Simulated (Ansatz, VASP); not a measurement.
## Two plane-wave programs on TaSi3

INCAR

```
SYSTEM = TaSi3
PREC     = Accurate       ! precision mode
ENCUT    = 600            ! plane-wave cutoff, eV
EDIFF    = 1E-6           ! SCF threshold, eV
ISMEAR   = 0              ! smearing method
SIGMA    = 0.1            ! smearing width, eV
LREAL    = .False.        ! projectors in reciprocal space
LASPH    = .True.         ! aspherical terms in the spheres
NELM     = 80             ! most SCF steps
ALGO     = Normal         ! electronic algorithm
ISIF     = 3              ! what is computed and relaxed
LWAVE    = .False.        ! write WAVECAR
LCHARG   = .False.        ! write CHGCAR
GGA      = PE             ! functional
IBRION   = 2              ! ionic algorithm
NSW      = 100            ! ionic steps
EDIFFG   = -0.01          ! ionic threshold
```

KPOINTS

```
Automatic mesh
0
Gamma
  12 12 12
  0 0 0
```

POSCAR

```
TaSi3
1.0
    3.8915199353      0.0000000000      0.0000000000
    0.0000000000      3.8915199353      0.0000000000
    0.0000000000      0.0000000000      3.8915199353
Ta Si
1 3
Direct
    0.5000000000      0.5000000000      0.5000000000
    0.5000000000      0.0000000000      0.0000000000
    0.0000000000      0.5000000000      0.0000000000
    0.0000000000      0.0000000000      0.5000000000
```

Input for Ansatz:

```yaml
crystal:
  lattice:
    - [3.8915199353, 0.0, 0.0]
    - [0.0, 3.8915199353, 0.0]
    - [0.0, 0.0, 3.8915199353]
  atoms:
    - { symbol: Ta, position: [0.5, 0.5, 0.5] }
    - { symbol: Si, position: [0.5, 0.0, 0.0] }
    - { symbol: Si, position: [0.0, 0.5, 0.0] }
    - { symbol: Si, position: [0.0, 0.0, 0.5] }
basis:
  ecutwfc: 420
kpoints:
  mp_grid: { grid: [12, 12, 12] }
hamiltonian:
  xc: pbe
scf:
  occupations: { method: gaussian, width: 0.1 }
output:
  forces: true
  stress: true
  eigenvalues: true
relax:
  adjacent_minimum: "off"
  f_tol: 0.01
  max_steps: 80
  cell: { stress_tol: 0.05 }
```

Change from the starting cell: species swapped into the LiIn3 type (Pm-3m, No. 221).

Alike in both runs: task relaxation of cell and atoms; functional PBE; k mesh 12 × 12 × 12; occupations gaussian, width 0.1 eV; no spin polarisation.

|  | VASP | Ansatz |
| --- | --- | --- |
| version | VASP 6.6.1 | Ansatz 0.2.0 |
| potentials or method | VASP PAW PBE potentials, release 64 (Ta_pv, Si), cutoff 600 eV | scalar-relativistic, plane waves, PAW |
| valence electrons in the cell | 23 | 25 |

|  | VASP | Ansatz | Ansatz less VASP |
| --- | --- | --- | --- |
| gap on the k mesh at the Fermi level, each at its own relaxed structure (eV) | none | none | - |
| relaxed volume (Å³/atom) | 14.73 | 14.73 | 0.000 |
| relaxed cell length with the largest relative difference (Å) | 3.892 | 3.892 | 0.0000 |

A gap of «none» marks a metal or a gap that the smearing closes. VASP's potentials hold 23 valence electrons a cell and Ansatz's 25, so a difference there can come from the potentials and not from the codes.

Neither program's run includes spin-orbit coupling. Noted on VASP's run: the relaxation stopped at its first step, so nothing moved.
